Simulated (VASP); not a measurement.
Rh:

```
Rh
1.0
     0.00000    1.95911    1.95911
     1.95911    0.00000    1.95911
     1.95911    1.95911    0.00000
Rh
1
Direct
  0.00000 0.00000 0.00000
```

```yaml
Program: VASP 6.6.1
Task: relaxation of cell and atoms
Functional: PBEsol
Potentials_or_basis: VASP PAW PBE potentials, release 64 (Rh_pv)
Cutoff: 370 eV
k_mesh: 13 × 13 × 13
Occupations: methfessel-paxton, width 0.1 eV
Spin: non-collinear spin, zero start, spin-orbit coupling
Starting_moments: "[[0.0, 0.0, 0.0]] μB"
```

At the start: pressure -25.5 GPa; volume 15.04 Å³/atom.

Task: How do energy, volume and symmetry change on relaxing?

Result: Over 8 steps the energy falls by 124.6 meV/atom and the volume is 13.43 Å³/atom (-10.7 %); space group Fm-3m (No. 225, to 0.1 Å) before and after; moment 0.00 μB per cell.

Step by step:
```
step  energy change (eV)  largest force (eV/Å)  pressure (GPa)  volume (Å³)
   1              0.0000                0.0000          -25.54        15.04
   2              0.9624                0.0000          148.88        10.40
   3             -0.1402                0.0000           -3.15        13.59
   4             -0.1414                0.0000           -1.03        13.50
   5             -0.1415                0.0000            0.01        13.46
   6             -0.1245                0.0000           -0.71        13.46
   7             -0.1240                0.0000            1.99        13.34
   8             -0.1246                0.0000            0.01        13.43
```

Final structure:
```xyz
1
Lattice="0.0000 1.8864 1.8864 1.8864 0.0000 1.8864 1.8864 1.8864 0.0000" Properties=species:S:1:pos:R:3 pbc="T T T"
Rh    0.0000    0.0000    0.0000
```

Caveat: the PAW data sets were made with another functional, which shifts forces and pressure a little.
